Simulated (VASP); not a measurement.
Runs of VASP 6.6.1 on GaN. The structure is that of space group F-43m (No. 216), or close to it. The cells are those of the table. 

| cell | gap on the mesh (eV) | pressure (GPa) |
| --- | --- | --- |
| a = 3.117, b = 3.117, c = 3.168 Å, angles 60.5, 60.5, 90.0°, 2 atoms | 2.29 | 7.0 |
| a = 3.196, b = 3.196, c = 3.184 Å, angles 59.9, 59.9, 90.0°, 2 atoms | (c) | -0.3 |
| a = 3.165, b = 3.165, c = 3.177 Å, angles 60.1, 60.1, 90.0°, 2 atoms | 2.19 | (b) |
| a = 3.196, b = 3.196, c = 3.180 Å, angles 59.8, 59.8, 90.0°, 2 atoms | 2.10 | 0.2 |
| a = 3.117, b = 3.117, c = 3.183 Å, angles 60.7, 60.7, 90.0°, 2 atoms | 2.22 | (a) |

Alike in all rows: task single point; level r2SCAN; potentials or basis VASP PAW PBE potentials, release 64 (Ga_d, N); no spin polarisation; k mesh 10 × 10 × 10; cutoff (eV) 520; smearing gaussian 0.01 eV.

Q: Estimate the missing entries.

A: (a) 5.1; (b) 2.5; (c) 2.09.

Caveats: the PAW data sets were made with another functional, which shifts forces and pressure a little.

A k mesh can miss the band edges, and the runs leave out spin-orbit coupling on Ga.
